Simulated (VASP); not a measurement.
# BN: single point with PBE

Crystal: BN.

```xyz
2
Lattice="0.0000 1.7584 1.7584 1.7584 0.0000 1.7584 1.7584 1.7584 0.0000" Properties=species:S:1:pos:R:3 pbc="T T T"
B     0.0000    0.0000    0.0000
N     0.8792    0.8792    0.8792
```

```json
{"Program": "VASP 6.6.1", "Task": "single point", "Functional": "PBE", "Potentials or basis": "VASP PAW PBE potentials, release 64 (B, N)", "Cutoff": "600 eV", "k mesh": "4 × 4 × 4", "Occupations": "gaussian, width 0.01 eV", "Spin": "no spin polarisation"}
```

```json
{
  "Pressure": "40.8 GPa",
  "Band gap on the k mesh": "4.52 eV, indirect (least direct gap 9.19 eV)"
}
```

Levels at points of the mesh, in eV from the valence-band top:
| k point | band 1 | band 2 | band 3 | band 4 | band 5 | band 6 | band 7 | band 8 | band 9 |
| --- | --- | --- | --- | --- | --- | --- | --- | --- | --- |
| (0.00, 0.00, 0.00) | -21.22 | 0.00 | 0.00 | 0.00 | 9.19 | 9.19 | 9.19 | 11.72 | 26.31 |
| (0.50, 0.00, 0.00) | -16.59 | -11.50 | -2.11 | -2.11 | 11.13 | 11.13 | 11.23 | 16.10 | 24.67 |
| (0.50, 0.50, 0.00) | -15.11 | -9.49 | -5.34 | -5.34 | 4.52 | 9.66 | 19.21 | 19.21 | 22.25 |

It used 4.3 s of CPU time on 1 thread of Intel Xeon 8259CL (shared host).

Caveat: the k points lie up to 0.77 Å⁻¹ apart. A k mesh can miss the band edges.
